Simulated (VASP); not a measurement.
# TiNi (Pm-3m) in VASP: density of states with PBEsol

Aim: the density of states of TiNi with PBEsol.

Everything below comes from runs of VASP 6.6.1. Logs are shortened: lines on timing, memory, paths and dates and some standing lists are left out, and cuts for length are marked.

## (1) The cell of the first run

The structure is cubic, space group Pm-3m (No. 221). The conventional cell has a = 2.971 Å, b = 2.971 Å, c = 2.971 Å, α = 90.00°, β = 90.00°, γ = 90.00°. Ti (site symmetry m-3m) has 8 Ni at 2.57 Å and 6 Ti at 2.97 Å within 3.4 Å. Within 3.4 Å of Ni (site symmetry m-3m) lie 8 Ti at 2.57 Å and 6 Ni at 2.97 Å.

## (2) Density of states, PBEsol

The input, POSCAR:

```
TiNi
1.0
    2.9708666838      0.0000000000      0.0000000000
    0.0000000000      2.9708666838      0.0000000000
    0.0000000000      0.0000000000      2.9708666838
Ti Ni
1 1
Direct
    0.5000000000      0.5000000000      0.5000000000
    0.0000000000      0.0000000000      0.0000000000
```

The input, INCAR.step1:

```
SYSTEM = TiNi
PREC = Accurate
ENCUT = 520
EDIFF = 1E-6
ISMEAR = 0
SIGMA = 0.1
LREAL = .FALSE.
LASPH = .TRUE.
NELM = 60
ALGO = Normal
ISIF = 2
LWAVE = .FALSE.
LCHARG = .TRUE.
LMAXMIX = 4
GGA = PS
NBANDS = 18
```

The input, KPOINTS.step1:

```
Automatic mesh
0
G
  14 14 14
  0 0 0
```

The input, INCAR.step2:

```
SYSTEM = TiNi
PREC = Accurate
ENCUT = 520
EDIFF = 1E-6
ISMEAR = -5
SIGMA = 0.1
LREAL = .FALSE.
LASPH = .TRUE.
NELM = 60
ALGO = Normal
ISIF = 2
LWAVE = .FALSE.
LCHARG = .FALSE.
LMAXMIX = 4
GGA = PS
LORBIT = 11
NBANDS = 18
NEDOS = 1001
ICHARG = 11
```

The input, KPOINTS.step2:

```
Automatic mesh
0
G
  21 21 21
  0 0 0
```

Potentials or basis: VASP PAW PBE potentials, release 64 (Ti_sv, Ni).

Run with:

```console
cat potpaw_PBE.64/Ti_sv/POTCAR potpaw_PBE.64/Ni/POTCAR > POTCAR
cp INCAR.step1 INCAR
cp KPOINTS.step1 KPOINTS
mpirun -np 1 vasp_std > vasp.out
cp INCAR.step2 INCAR
cp KPOINTS.step2 KPOINTS
mpirun -np 1 vasp_std > vasp.out
```

OUTCAR:

```text
SYSTEM = TiNi
   PREC = Accurate
   ENCUT = 520
   EDIFF = 1E-6
   ISMEAR = -5
   LREAL = .FALSE.
   LASPH = .TRUE.
   NELM = 60
   ISIF = 2
   GGA = PS
   LORBIT = 11
   ICHARG = 11

 ion  position               nearest neighbor table
   1  0.500  0.500  0.500-   2 2.57   2 2.57   2 2.57   2 2.57   2 2.57   2 2.57   2 2.57   2 2.57

   2  0.000  0.000  0.000-   1 2.57   1 2.57   1 2.57   1 2.57   1 2.57   1 2.57   1 2.57   1 2.57

  LATTYP: Found a simple cubic cell.
 ALAT       =     2.9708666838

  Lattice vectors:

 A1 = (   2.9708666838,   0.0000000000,   0.0000000000)
 A2 = (   0.0000000000,   2.9708666838,   0.0000000000)
 A3 = (   0.0000000000,   0.0000000000,   2.9708666838)

Analysis of symmetry for initial positions (statically):
=====================================================================
 Subroutine PRICEL returns:
 Original cell was already a primitive cell.

 Routine SETGRP: Setting up the symmetry group for a
 simple cubic supercell.

 Subroutine GETGRP returns: Found 48 space group operations
 (whereof 48 operations were pure point group operations)
 out of a pool of 48 trial point group operations.

The static configuration has the point symmetry O_h .

Analysis of symmetry for dynamics (positions and initial velocities):
=====================================================================
 Subroutine PRICEL returns:
 Original cell was already a primitive cell.

 Routine SETGRP: Setting up the symmetry group for a
 simple cubic supercell.

 Subroutine GETGRP returns: Found 48 space group operations
 (whereof 48 operations were pure point group operations)
 out of a pool of 48 trial point group operations.

The dynamic configuration has the point symmetry O_h .

 Subroutine INISYM returns: Found 48 space group operations
 (whereof 48 operations are pure point group operations),
 and found     1 'primitive' translations

----------------------------------------------------------------------------------------

                                     Primitive cell

  volume of cell :      26.2210

  direct lattice vectors                    reciprocal lattice vectors
     2.970866684  0.000000000  0.000000000     0.336602112  0.000000000  0.000000000
     0.000000000  2.970866684  0.000000000     0.000000000  0.336602112  0.000000000
     0.000000000  0.000000000  2.970866684     0.000000000  0.000000000  0.336602112

  length of vectors
     2.970866684  2.970866684  2.970866684     0.336602112  0.336602112  0.336602112

  position of ions in fractional coordinates (direct lattice)
     0.500000000  0.500000000  0.500000000
     0.000000000  0.000000000  0.000000000

  ion indices of the primitive-cell ions
   primitive index   ion index
                 1           1
                 2           2

----------------------------------------------------------------------------------------

 KPOINTS: Automatic mesh

Automatic generation of k-mesh.
 Grid dimensions read from file:
 generate k-points for:   21   21   21

 Generating k-lattice:

  Cartesian coordinates                     Fractional coordinates (reciprocal lattice)
     0.016028672  0.000000000  0.000000000     0.047619048  0.000000000  0.000000000
     0.000000000  0.016028672  0.000000000     0.000000000  0.047619048  0.000000000
     0.000000000  0.000000000  0.016028672     0.000000000  0.000000000  0.047619048

  Length of vectors
     0.016028672  0.016028672  0.016028672

  Shift w.r.t. Gamma in fractional coordinates (k-lattice)
     0.000000000  0.000000000  0.000000000

 TETIRR: Found   4601 inequivalent tetrahedra from    55566

 Subroutine IBZKPT returns following result:
 ===========================================

 Found    286 irreducible k-points:

 Following reciprocal coordinates:
            Coordinates               Weight
  0.000000  0.000000  0.000000      1.000000
  0.047619  0.000000  0.000000      6.000000
  0.095238  0.000000  0.000000      6.000000
  0.142857  0.000000  0.000000      6.000000
  0.190476  0.000000  0.000000      6.000000
  0.238095  0.000000  0.000000      6.000000
[... 16 lines left out ...]
  0.142857  0.095238  0.000000     24.000000
  0.190476  0.095238  0.000000     24.000000
 [... further k-points ...]
   k-points           NKPTS =    286   k-points in BZ     NKDIM =    286   number of bands    NBANDS=     18
   number of dos      NEDOS =   1001   number of ions     NIONS =      2
   total plane-waves  NPLWV =  13824
   dimension x,y,z NGX =    24 NGY =   24 NGZ =   24
   dimension x,y,z NGXF=    48 NGYF=   48 NGZF=   48
   ions per type =               1   1
   NGX,Y,Z   is equivalent  to a cutoff of  13.43, 13.43, 13.43 a.u.
   NGXF,Y,Z  is equivalent  to a cutoff of  26.86, 26.86, 26.86 a.u.
 SYSTEM =  TiNi
   PREC   = accura    normal or accurate (medium, high low for compatibility)
   ISTART =      0    job   : 0-new  1-cont  2-samecut
   ICHARG =     11    charge: 1-file 2-atom 10-const
   ISPIN  =      1    spin polarized calculation?
   LNONCOLLINEAR =      F non collinear calculations
   LSORBIT =      F    spin-orbit coupling
   LASPH  =      T    aspherical Exc in radial PAW
   ENCUT  =  520.0 eV  38.22 Ry    6.18 a.u.   5.52  5.52  5.52*2*pi/ulx,y,z
   NELM   =     60;   NELMIN=  2; NELMDL=  0     # of ELM steps
   EDIFF  = 0.1E-05   stopping-criterion for ELM
   LREAL  =      F    real-space projection
   EDIFFG = 0.1E-04   stopping-criterion for IOM
   NSW    =      0    number of steps for IOM
   IBRION =     -1    ionic relax: 0-MD 1-quasi-New 2-CG
   NFREE  =      0    steps in history (QN), initial steepest desc. (CG)
   ISIF   =      2    stress and relaxation
   ISYM   =      2    0-nonsym 1-usesym 2-fastsym
   POTIM  = 0.5000    time-step for ionic-motion
   TEBEG  =    0.0;   TEEND  =   0.0 temperature during run
   PSTRESS=    0.0 pullay stress
   NELECT =      22.0000    total number of electrons
   NUPDOWN=      -1.0000    fix difference up-down
   EMIN   =  10.00;   EMAX   =-10.00  energy-range for DOS
   EFERMI =   0.00;   METHOD = LEGACY
   ISMEAR =    -5;   SIGMA  =   0.10  broadening in eV -4-tet -1-fermi 0-gaus
   EFERMI_NEDOS =   21; number of points for ismear=-14 and -15
   IALGO  =     38    algorithm
   IMIX   =      4    mixing-type and parameters
     AMIX     =   0.40;   BMIX     =  1.00
     AMIX_MAG =   1.60;   BMIX_MAG =  1.00
  volume/ion in A,a.u.               =      13.11        88.47
  Fermi-wavevector in a.u.,A,eV,Ry     =   1.544066  2.917862 32.438197  2.384140
  Thomas-Fermi vector in A             =   2.649640
   LORBIT       =     11    0 simple, 1 ext, 2 COOP (PROOUT), +10 PAW based schemes
   GGA     = PS    functional components
   LHFCALC =     F    Hartree Fock is set to
   AEXX    =    0.0000 exact exchange contribution
   IVDW    =     0    specifies the selected vdW correction
   LEPSILON=     F    determine dielectric tensor
   LRPA    =     F    only Hartree local field effects (RPA)
 non-spin polarized calculation
 Fermi weights with tetrahedron method with Bloechl corrections
  energy-cutoff  :      520.00
  volume of cell :       26.22
 maximum number of plane-waves:       739
 NGX is ok and might be reduce to    24

 number of electron      21.9999984 magnetization

 Free energy of the ion-electron system (eV)
  ---------------------------------------------------
  ext. energy  EPLUGINS =         0.00000000
  ---------------------------------------------------
  free energy    TOTEN  =       -15.20392879 eV

  energy without entropy =      -15.20392879  energy(sigma->0) =      -15.20392879

 E-fermi :   9.6935     XC(G=0): -12.7579

 val. band max:        9.6991849746   @ k =   0.4762   0.4762   0.0952
 cond. band min:       9.6936162564   @ k =   0.2381   0.0000   0.0000
 fundamental gap:     -0.0055687182
 Fermi energy:         9.6935445666

 k-point     1 :       0.0000    0.0000    0.0000
  band No.  band energies     occupation
      1     -47.2206      2.00000
      2     -23.4088      2.00000
      3     -23.4088      2.00000
      4     -23.4088      2.00000
      5       1.7806      2.00000
      6       5.7011      2.00000
[... 10 lines left out ...]
     17      18.4840      0.00000
     18      18.4840      0.00000

 k-point     2 :       0.0476    0.0000    0.0000
  band No.  band energies     occupation
      1     -47.2199      2.00000
      2     -23.4161      2.00000
      3     -23.4083      2.00000
      4     -23.4083      2.00000
      5       1.8261      2.00000
      6       5.7196      2.00000
[... 10 lines left out ...]
     17      18.5923      0.00000
     18      18.5923      0.00000

 k-point     3 :       0.0952    0.0000    0.0000
  band No.  band energies     occupation
      1     -47.2176      2.00000
      2     -23.4372      2.00000
      3     -23.4067      2.00000
      4     -23.4067      2.00000
      5       1.9614      2.00000
      6       5.7744      2.00000
[... 10 lines left out ...]
     17      18.9028      0.00000
     18      18.9028      0.00000

 k-point     4 :       0.1429    0.0000    0.0000
  band No.  band energies     occupation
      1     -47.2141      2.00000
      2     -23.4702      2.00000
      3     -23.4042      2.00000
      4     -23.4042      2.00000
      5       2.1834      2.00000
      6       5.8626      2.00000
[... 375 lines left out ...]
      4     -23.4045      2.00000
      5       2.1387      2.00000
      6       5.8415      2.00000
[... 10 lines left out ...]
     17      18.2299      0.00000
     18      19.2795      0.00000

 k-point    23 :       0.1429    0.0952    0.0000
  band No.  band energies     occupation
      1     -47.2112      2.00000
      2     -23.4678      2.00000
      3     -23.4319      2.00000
      4     -23.4020      2.00000
      5       2.3562      2.00000
      6       5.9204      2.00000
[... 10 lines left out ...]
     17      18.5267      0.00000
     18      19.7172      0.00000

 k-point    24 :       0.1905    0.0952    0.0000
  band No.  band energies     occupation
      1     -47.2068      2.00000
      2     -23.5092      2.00000
      3     -23.4285      2.00000
      4     -23.3987      2.00000
      5       2.6529      2.00000
      6       6.0214      2.00000
[... 10 lines left out ...]
     17      19.0525      0.00000
     18      20.2826      0.00000

 [... further k-points ...]
[... 5 lines left out ...]
  --------------------------------------------------------------------------------------
  -------------------------------------------------------------------------------------
  Total       -0.1982821     -0.1982821     -0.1982821      0.0000000      0.0000000     -0.0000000
  in kB      -12.1155884    -12.1155884    -12.1155884      0.0000000      0.0000000     -0.0000000
  external PRESSURE =     -12.1155884 kB  Pullay stress =       0.0000000 kB

 VOLUME and BASIS-vectors are now :
 -----------------------------------------------------------------------------
  energy-cutoff  :      520.00
  volume of cell :       26.22
      direct lattice vectors                 reciprocal lattice vectors
     2.970866684  0.000000000  0.000000000     0.336602112  0.000000000  0.000000000
     0.000000000  2.970866684  0.000000000     0.000000000  0.336602112  0.000000000
     0.000000000  0.000000000  2.970866684     0.000000000  0.000000000  0.336602112

 POSITION                                       TOTAL-FORCE (eV/Angst)
 -----------------------------------------------------------------------------------
      1.48543      1.48543      1.48543         0.000000      0.000000      0.000000
      0.00000      0.00000      0.00000         0.000000      0.000000      0.000000
 -----------------------------------------------------------------------------------
    total drift:                                0.000000      0.000000     -0.000000

  FREE ENERGIE OF THE ION-ELECTRON SYSTEM (eV)
  ---------------------------------------------------
  free  energy   TOTEN  =       -15.2039287946 eV

  energy  without entropy=      -15.2039287946  energy(sigma->0) =      -15.20392879

 total charge

# of ion       s       p       d       tot
------------------------------------------
    1        2.246   6.173   1.868  10.288
    2        0.593   0.494   8.325   9.413
--------------------------------------------------
tot          2.839   6.668  10.193  19.700
```

It took 43 s on 1 thread of Intel Xeon 6975P-C (Granite Rapids), shared host; peak memory 0.26 GiB.

Results:

```
Valence electrons inside the program's atomic spheres : Ti 10.29; Ni 9.41
```

Caveat: the PAW data sets were made with another functional, which shifts forces and pressure a little; tetrahedron occupations give inexact forces and stress in metals. Spin polarisation is off, so any magnetic state and its effect on volume and gap are missing.
